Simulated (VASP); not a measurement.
# KI (Fm-3m) in VASP: single point with PBEsol

Aim: the single point of KI with PBEsol.

Everything below comes from runs of VASP 6.6.1. Logs are shortened: lines on timing, memory, paths and dates and some standing lists are left out, and cuts for length are marked.

### Step 1. The cell of the first run

It takes space group Fm-3m (No. 225, cubic). The conventional cell has a = 7.005 Å, b = 7.005 Å, c = 7.005 Å, α = 90.00°, β = 90.00°, γ = 90.00°. K (site symmetry m-3m) has 6 I at 3.50 Å within 4.6 Å. I (site symmetry m-3m) has 6 K at 3.50 Å within 4.6 Å.

### Step 2. Single point, PBEsol

INCAR reads:

```
SYSTEM = KI
ALGO = Normal
EDIFF = 1E-6
ENCUT = 520
GGA = PS
ISIF = 2
ISMEAR = -1
LASPH = .TRUE.
LCHARG = .TRUE.
LELF = .TRUE.
LREAL = .FALSE.
LVHAR = .TRUE.
LWAVE = .FALSE.
NBANDS = 15
NELM = 100
PREC = Accurate
SIGMA = 0.1
```

KPOINTS reads:

```
k-points
0
G
  12 12 12
  0 0 0
```

POSCAR reads:

```
KI
1.0
    0.0000000000      3.5024818114      3.5024818114
    3.5024818114      0.0000000000      3.5024818114
    3.5024818114      3.5024818114      0.0000000000
K I
1 1
Direct
    0.0000000000      0.0000000000      0.0000000000
    0.5000000000      0.5000000000      0.5000000000
```

Potentials or basis: VASP PAW PBE potentials, release 64 (K_sv, I).

Run with:

```console
$ cat potpaw_PBE.64/K_sv/POTCAR potpaw_PBE.64/I/POTCAR > POTCAR
$ mpirun -np 1 vasp_std > vasp.out
```

OUTCAR:

```text
SYSTEM = KI
   EDIFF = 1E-6
   ENCUT = 520
   GGA = PS
   ISIF = 2
   ISMEAR = -1
   LASPH = .TRUE.
   LREAL = .FALSE.
   NELM = 100
   PREC = Accurate

 ion  position               nearest neighbor table
   1  0.000  0.000  0.000-   2 3.50   2 3.50   2 3.50   2 3.50   2 3.50   2 3.50
   2  0.500  0.500  0.500-   1 3.50   1 3.50   1 3.50   1 3.50   1 3.50   1 3.50

  LATTYP: Found a face centered cubic cell.
 ALAT       =     7.0049636228

  Lattice vectors:

 A1 = (   0.0000000000,   3.5024818114,   3.5024818114)
 A2 = (   3.5024818114,   0.0000000000,   3.5024818114)
 A3 = (   3.5024818114,   3.5024818114,   0.0000000000)

Analysis of symmetry for initial positions (statically):
=====================================================================
 Subroutine PRICEL returns:
 Original cell was already a primitive cell.

 Routine SETGRP: Setting up the symmetry group for a
 face centered cubic supercell.

 Subroutine GETGRP returns: Found 48 space group operations
 (whereof 48 operations were pure point group operations)
 out of a pool of 48 trial point group operations.

The static configuration has the point symmetry O_h .

Analysis of symmetry for dynamics (positions and initial velocities):
=====================================================================
 Subroutine PRICEL returns:
 Original cell was already a primitive cell.

 Routine SETGRP: Setting up the symmetry group for a
 face centered cubic supercell.

 Subroutine GETGRP returns: Found 48 space group operations
 (whereof 48 operations were pure point group operations)
 out of a pool of 48 trial point group operations.

The dynamic configuration has the point symmetry O_h .

 Subroutine INISYM returns: Found 48 space group operations
 (whereof 48 operations are pure point group operations),
 and found     1 'primitive' translations

----------------------------------------------------------------------------------------

                                     Primitive cell

  volume of cell :      85.9325

  direct lattice vectors                    reciprocal lattice vectors
     0.000000000  3.502481811  3.502481811    -0.142755916  0.142755916  0.142755916
     3.502481811  0.000000000  3.502481811     0.142755916 -0.142755916  0.142755916
     3.502481811  3.502481811  0.000000000     0.142755916  0.142755916 -0.142755916

  length of vectors
     4.953257280  4.953257280  4.953257280     0.247260500  0.247260500  0.247260500

  position of ions in fractional coordinates (direct lattice)
     0.000000000  0.000000000  0.000000000
     0.500000000  0.500000000  0.500000000

  ion indices of the primitive-cell ions
   primitive index   ion index
                 1           1
                 2           2

----------------------------------------------------------------------------------------

 KPOINTS: k-points

Automatic generation of k-mesh.
 Grid dimensions read from file:
 generate k-points for:   12   12   12

 Generating k-lattice:

  Cartesian coordinates                     Fractional coordinates (reciprocal lattice)
    -0.011896326  0.011896326  0.011896326     0.083333333  0.000000000  0.000000000
     0.011896326 -0.011896326  0.011896326     0.000000000  0.083333333  0.000000000
     0.011896326  0.011896326 -0.011896326     0.000000000  0.000000000  0.083333333

  Length of vectors
     0.020605042  0.020605042  0.020605042

  Shift w.r.t. Gamma in fractional coordinates (k-lattice)
     0.000000000  0.000000000  0.000000000

 Subroutine IBZKPT returns following result:
 ===========================================

 Found     72 irreducible k-points:

 Following reciprocal coordinates:
            Coordinates               Weight
  0.000000  0.000000  0.000000      1.000000
  0.083333  0.000000  0.000000      8.000000
  0.166667  0.000000  0.000000      8.000000
  0.250000  0.000000  0.000000      8.000000
  0.333333  0.000000  0.000000      8.000000
  0.416667  0.000000  0.000000      8.000000
[... 16 lines left out ...]
  0.500000  0.166667  0.000000     24.000000
 -0.416667  0.166667  0.000000     24.000000
 [... further k-points ...]
   k-points           NKPTS =     72   k-points in BZ     NKDIM =     72   number of bands    NBANDS=     15
   number of dos      NEDOS =    301   number of ions     NIONS =      2
   total plane-waves  NPLWV =  64000
   dimension x,y,z NGX =    40 NGY =   40 NGZ =   40
   dimension x,y,z NGXF=    80 NGYF=   80 NGZF=   80
   ions per type =               1   1
   NGX,Y,Z   is equivalent  to a cutoff of  13.43, 13.43, 13.43 a.u.
   NGXF,Y,Z  is equivalent  to a cutoff of  26.85, 26.85, 26.85 a.u.
 SYSTEM =  KI
   PREC   = accura    normal or accurate (medium, high low for compatibility)
   ISTART =      0    job   : 0-new  1-cont  2-samecut
   ICHARG =      2    charge: 1-file 2-atom 10-const
   ISPIN  =      1    spin polarized calculation?
   LNONCOLLINEAR =      F non collinear calculations
   LSORBIT =      F    spin-orbit coupling
   LASPH  =      T    aspherical Exc in radial PAW
   ENCUT  =  520.0 eV  38.22 Ry    6.18 a.u.   9.21  9.21  9.21*2*pi/ulx,y,z
   NELM   =    100;   NELMIN=  2; NELMDL= -5     # of ELM steps
   EDIFF  = 0.1E-05   stopping-criterion for ELM
   LREAL  =      F    real-space projection
   EDIFFG = 0.1E-04   stopping-criterion for IOM
   NSW    =      0    number of steps for IOM
   IBRION =     -1    ionic relax: 0-MD 1-quasi-New 2-CG
   NFREE  =      0    steps in history (QN), initial steepest desc. (CG)
   ISIF   =      2    stress and relaxation
   ISYM   =      2    0-nonsym 1-usesym 2-fastsym
   POTIM  = 0.5000    time-step for ionic-motion
   TEBEG  =    0.0;   TEEND  =   0.0 temperature during run
   PSTRESS=    0.0 pullay stress
   NELECT =      16.0000    total number of electrons
   NUPDOWN=      -1.0000    fix difference up-down
   EMIN   =  10.00;   EMAX   =-10.00  energy-range for DOS
   EFERMI =   0.00;   METHOD = LEGACY
   ISMEAR =    -1;   SIGMA  =   0.10  broadening in eV -4-tet -1-fermi 0-gaus
   EFERMI_NEDOS =   21; number of points for ismear=-14 and -15
   IALGO  =     38    algorithm
   IMIX   =      4    mixing-type and parameters
     AMIX     =   0.40;   BMIX     =  1.00
     AMIX_MAG =   1.60;   BMIX_MAG =  1.00
  volume/ion in A,a.u.               =      42.97       289.95
  Fermi-wavevector in a.u.,A,eV,Ry     =   0.934822  1.766557 11.890026  0.873892
  Thomas-Fermi vector in A             =   2.061666
   LORBIT       =      0    0 simple, 1 ext, 2 COOP (PROOUT), +10 PAW based schemes
   GGA     = PS    functional components
   LHFCALC =     F    Hartree Fock is set to
   AEXX    =    0.0000 exact exchange contribution
   IVDW    =     0    specifies the selected vdW correction
   LEPSILON=     F    determine dielectric tensor
   LRPA    =     F    only Hartree local field effects (RPA)
 non-spin polarized calculation
  energy-cutoff  :      520.00
  volume of cell :       85.93
 maximum number of plane-waves:      2334
 NGX is ok and might be reduce to    40
   NGX = 19   NGY = 19   NGZ = 19

 number of electron      15.9999999 magnetization

 Free energy of the ion-electron system (eV)
  ---------------------------------------------------
  ext. energy  EPLUGINS =         0.00000000
  ---------------------------------------------------
  free energy    TOTEN  =        -5.81596532 eV

  energy without entropy =       -5.81596532  energy(sigma->0) =       -5.81596532

 E-fermi :   1.7631     XC(G=0):  -7.4483

 val. band max:       -0.3738995799   @ k =   0.0000   0.0000   0.0000
 cond. band min:       3.4944440797   @ k =   0.0000   0.0000   0.0000
 fundamental gap:      3.8683436597
 Fermi energy:         1.7630749132

 k-point     1 :       0.0000    0.0000    0.0000
  band No.  band energies     occupation
      1     -28.6560      2.00000
      2     -12.2122      2.00000
      3     -12.2122      2.00000
      4     -12.2122      2.00000
      5     -10.9515      2.00000
      6      -0.3739      2.00000
      7      -0.3739      2.00000
      8      -0.3739      2.00000
      9       3.4944      0.00000
     10       6.0394      0.00000
     11       6.0394      0.00000
     12       6.0394      0.00000
     13       6.7984      0.00000
     14       6.7984      0.00000
     15       9.2532      0.00000

 k-point     2 :       0.0833    0.0000    0.0000
  band No.  band energies     occupation
      1     -28.6558      2.00000
      2     -12.2274      2.00000
      3     -12.2123      2.00000
      4     -12.2123      2.00000
      5     -10.9271      2.00000
      6      -0.5074      2.00000
      7      -0.4010      2.00000
      8      -0.4010      2.00000
      9       3.6845      0.00000
     10       5.9919      0.00000
     11       6.1185      0.00000
     12       6.1185      0.00000
     13       6.8819      0.00000
     14       6.8819      0.00000
     15       9.5128      0.00000

 k-point     3 :       0.1667    0.0000    0.0000
  band No.  band energies     occupation
      1     -28.6554      2.00000
      2     -12.2665      2.00000
      3     -12.2128      2.00000
      4     -12.2128      2.00000
      5     -10.8625      2.00000
      6      -0.8264      2.00000
      7      -0.4727      2.00000
      8      -0.4727      2.00000
      9       4.1415      0.00000
     10       5.9509      0.00000
     11       6.3400      0.00000
     12       6.3400      0.00000
     13       7.1306      0.00000
     14       7.1306      0.00000
     15      10.1845      0.00000
[... 343 lines left out ...]
 k-point    23 :       0.5000    0.1667    0.0000
  band No.  band energies     occupation
      1     -28.6533      2.00000
      2     -12.3641      2.00000
      3     -12.2248      2.00000
      4     -12.2195      2.00000
      5     -10.6612      2.00000
      6      -1.6218      2.00000
      7      -0.8733      2.00000
      8      -0.7455      2.00000
      9       5.2842      0.00000
     10       6.5952      0.00000
     11       7.2213      0.00000
     12       7.8498      0.00000
     13       8.1710      0.00000
     14       8.5179      0.00000
     15       9.6165      0.00000

 k-point    24 :      -0.4167    0.1667    0.0000
  band No.  band energies     occupation
      1     -28.6533      2.00000
      2     -12.3688      2.00000
      3     -12.2276      2.00000
      4     -12.2174      2.00000
      5     -10.6514      2.00000
      6      -1.6411      2.00000
      7      -0.8926      2.00000
      8      -0.7567      2.00000
      9       5.3920      0.00000
     10       6.6679      0.00000
     11       7.2626      0.00000
     12       7.8035      0.00000
     13       8.1878      0.00000
     14       8.5145      0.00000
     15       9.5885      0.00000

 [... further k-points ...]

------------------------ aborting loop because EDIFF is reached ----------------------------------------

  FORCE on cell =-STRESS in cart. coord.  units (eV):
  Direction    XX          YY          ZZ          XY          YZ          ZX
  --------------------------------------------------------------------------------------
  -------------------------------------------------------------------------------------
  Total        0.0282760      0.0282760      0.0282760      0.0000000     -0.0000000      0.0000000
  in kB        0.5271943      0.5271943      0.5271943      0.0000000     -0.0000000      0.0000000
  external PRESSURE =       0.5271943 kB  Pullay stress =       0.0000000 kB

 VOLUME and BASIS-vectors are now :
 -----------------------------------------------------------------------------
  energy-cutoff  :      520.00
  volume of cell :       85.93
      direct lattice vectors                 reciprocal lattice vectors
     0.000000000  3.502481811  3.502481811    -0.142755916  0.142755916  0.142755916
     3.502481811  0.000000000  3.502481811     0.142755916 -0.142755916  0.142755916
     3.502481811  3.502481811  0.000000000     0.142755916  0.142755916 -0.142755916

 POSITION                                       TOTAL-FORCE (eV/Angst)
 -----------------------------------------------------------------------------------
      0.00000      0.00000      0.00000         0.000000      0.000000      0.000000
      3.50248      3.50248      3.50248         0.000000     -0.000000      0.000000
 -----------------------------------------------------------------------------------
    total drift:                                0.000000     -0.000000     -0.000000

  FREE ENERGIE OF THE ION-ELECTRON SYSTEM (eV)
  ---------------------------------------------------
  free  energy   TOTEN  =        -5.8159653212 eV

  energy  without entropy=       -5.8159653208  energy(sigma->0) =       -5.81596532
```

It took 57 s on 1 thread of Intel Xeon Platinum 8488C (Sapphire Rapids), shared host; peak memory 0.29 GiB.

Results:

- Free energy: -5.8160 eV
- Pressure: 0.1 GPa
- Band gap on the k mesh: 3.87 eV

Levels at points of the mesh, in eV from the valence-band top:
| k point | band 4 | band 5 | band 6 | band 7 | band 8 | band 9 | band 10 | band 11 | band 12 | band 13 |
| --- | --- | --- | --- | --- | --- | --- | --- | --- | --- | --- |
| (0.00, 0.00, 0.00) | -11.84 | -10.58 | 0.00 | 0.00 | 0.00 | 3.87 | 6.41 | 6.41 | 6.41 | 7.17 |
| (0.50, 0.00, 0.00) | -11.84 | -10.25 | -1.41 | -0.37 | -0.37 | 5.41 | 7.68 | 8.12 | 8.12 | 8.71 |
| (0.50, 0.50, 0.00) | -11.86 | -10.42 | -1.06 | -0.39 | -0.39 | 4.78 | 5.73 | 8.10 | 8.76 | 8.78 |

Caveat: the PAW data sets were made with another functional, which shifts forces and pressure a little; spin-orbit coupling is left out, which moves the levels of the heavy elements.
